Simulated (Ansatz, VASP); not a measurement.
TaMn2N3 in VASP and in Ansatz

```
Ta Mn N
1.0
     5.78572    0.00000    0.00000
    -2.89286    5.01058    0.00000
     0.00000    0.00000    2.67467
Ta Mn N
1 2 3
Direct
  0.00000 0.00000 0.50000
  0.33333 0.66667 0.50000
  0.66667 0.33333 0.50000
  0.50000 0.00000 0.50000
  0.00000 0.50000 0.50000
  0.50000 0.50000 0.50000
```

Alike in both runs: functional PBE; k mesh 3 × 3 × 6; occupations gaussian, width 0.1 eV; collinear spin.

Ansatz relaxed the structure, and its values are those at the end. VASP's run is a single point on that final structure, the one shown.

|  | VASP | Ansatz |
| --- | --- | --- |
| version | VASP 6.6.1 | Ansatz 0.2.0 |
| potentials or method | VASP PAW PBE potentials, release 64 (Ta_pv, Mn_pv, N), cutoff 520 eV | scalar-relativistic, plane waves, PAW |
| valence electrons in the cell | 52 | 58 |

```tsv
	VASP	Ansatz	Ansatz less VASP
gap on the k mesh at the Fermi level (eV)	none	none	-
pressure (GPa)	0.2	-0.1	-0.26
net moment per atom (μB)	0.00	0.00	0.000
```

A gap of «none» marks a metal or a gap that the smearing closes. VASP's potentials hold 52 valence electrons a cell and Ansatz's 58, so a difference there can come from the potentials and not from the codes. Ansatz's warnings: seeded moment not kept.

The k mesh is coarse, so the values compare programs but aren't converged. Neither program's run includes spin-orbit coupling.
